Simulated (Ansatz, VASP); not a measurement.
## ZnO: VASP beside Ansatz

File INCAR:

```
PREC = Accurate ; ENCUT = 910
EDIFF = 1E-6 ; ISMEAR = -1
SIGMA = 0.02 ; LREAL = False
LASPH = True ; NELM = 120
ALGO = Normal ; ISIF = 2
LWAVE = False ; LCHARG = False
GGA = PE ; NBANDS = 16
GGA_COMPAT = False
```

File KPOINTS:

```
Automatic mesh
0
Gamma
  10 10 10
```

POSCAR

```
ZnO
1.0
   -0.0446669283      2.0891035314      2.0891035314
    2.0891035314     -0.0446669283      2.0891035314
    2.0891035314      2.0891035314     -0.0446669283
Zn O
1 1
Direct
    0.0000000000      0.0000000000      0.0000000000
    0.5000000000      0.5000000000      0.5000000000
```

Input for Ansatz:

```yaml
crystal:
  lattice:
    - [-0.0446669283, 2.0891035314, 2.0891035314]
    - [2.0891035314, -0.0446669283, 2.0891035314]
    - [2.0891035314, 2.0891035314, -0.0446669283]
  atoms:
    - { symbol: Zn, position: [0.0, 0.0, 0.0] }
    - { symbol: O, position: [0.5, 0.5, 0.5] }
kpoints:
  mp_grid: { grid: [10, 10, 10] }
  band_path:
    path:
      - [0.0, 0.0, 0.0]
      - [0.5, 0.0, 0.5]
      - [0.625, 0.25, 0.625]
      - [0.375, 0.375, 0.75]
      - [0.5, 0.5, 0.5]
      - [0.5, 0.25, 0.75]
    npoints: 1
hamiltonian:
  xc: pbe
scf:
  occupations: { method: fermi_dirac, width: 0.02 }
  n_extra_bands: 4
output:
  forces: true
  stress: true
  eigenvalues: true
```

Change from the starting cell: shear_111 strain -3.1%.

Alike in both runs: task single point; functional PBE; k mesh 10 × 10 × 10; occupations fermi-dirac, width 0.02 eV; no spin polarisation.

|  | VASP | Ansatz |
| --- | --- | --- |
| version | VASP 6.6.1 | Ansatz 0.2.0 |
| potentials or method | VASP PAW PBE potentials, release 64 (Zn, O_h) | plane waves, PAW |
| plane-wave cutoff (eV) | 910 | 420 |
| valence electrons in the cell | 18 | 18 |

Ansatz gave:

| Item | Value |
| --- | --- |
| gap on the k mesh at the Fermi level (eV) | 1.08 |

**Question.** Which values does VASP return?

**Answer.** gap on the k mesh at the Fermi level (eV): 1.05.

Noted on VASP's run: the cutoff is short for stress, so the pressure is rough.
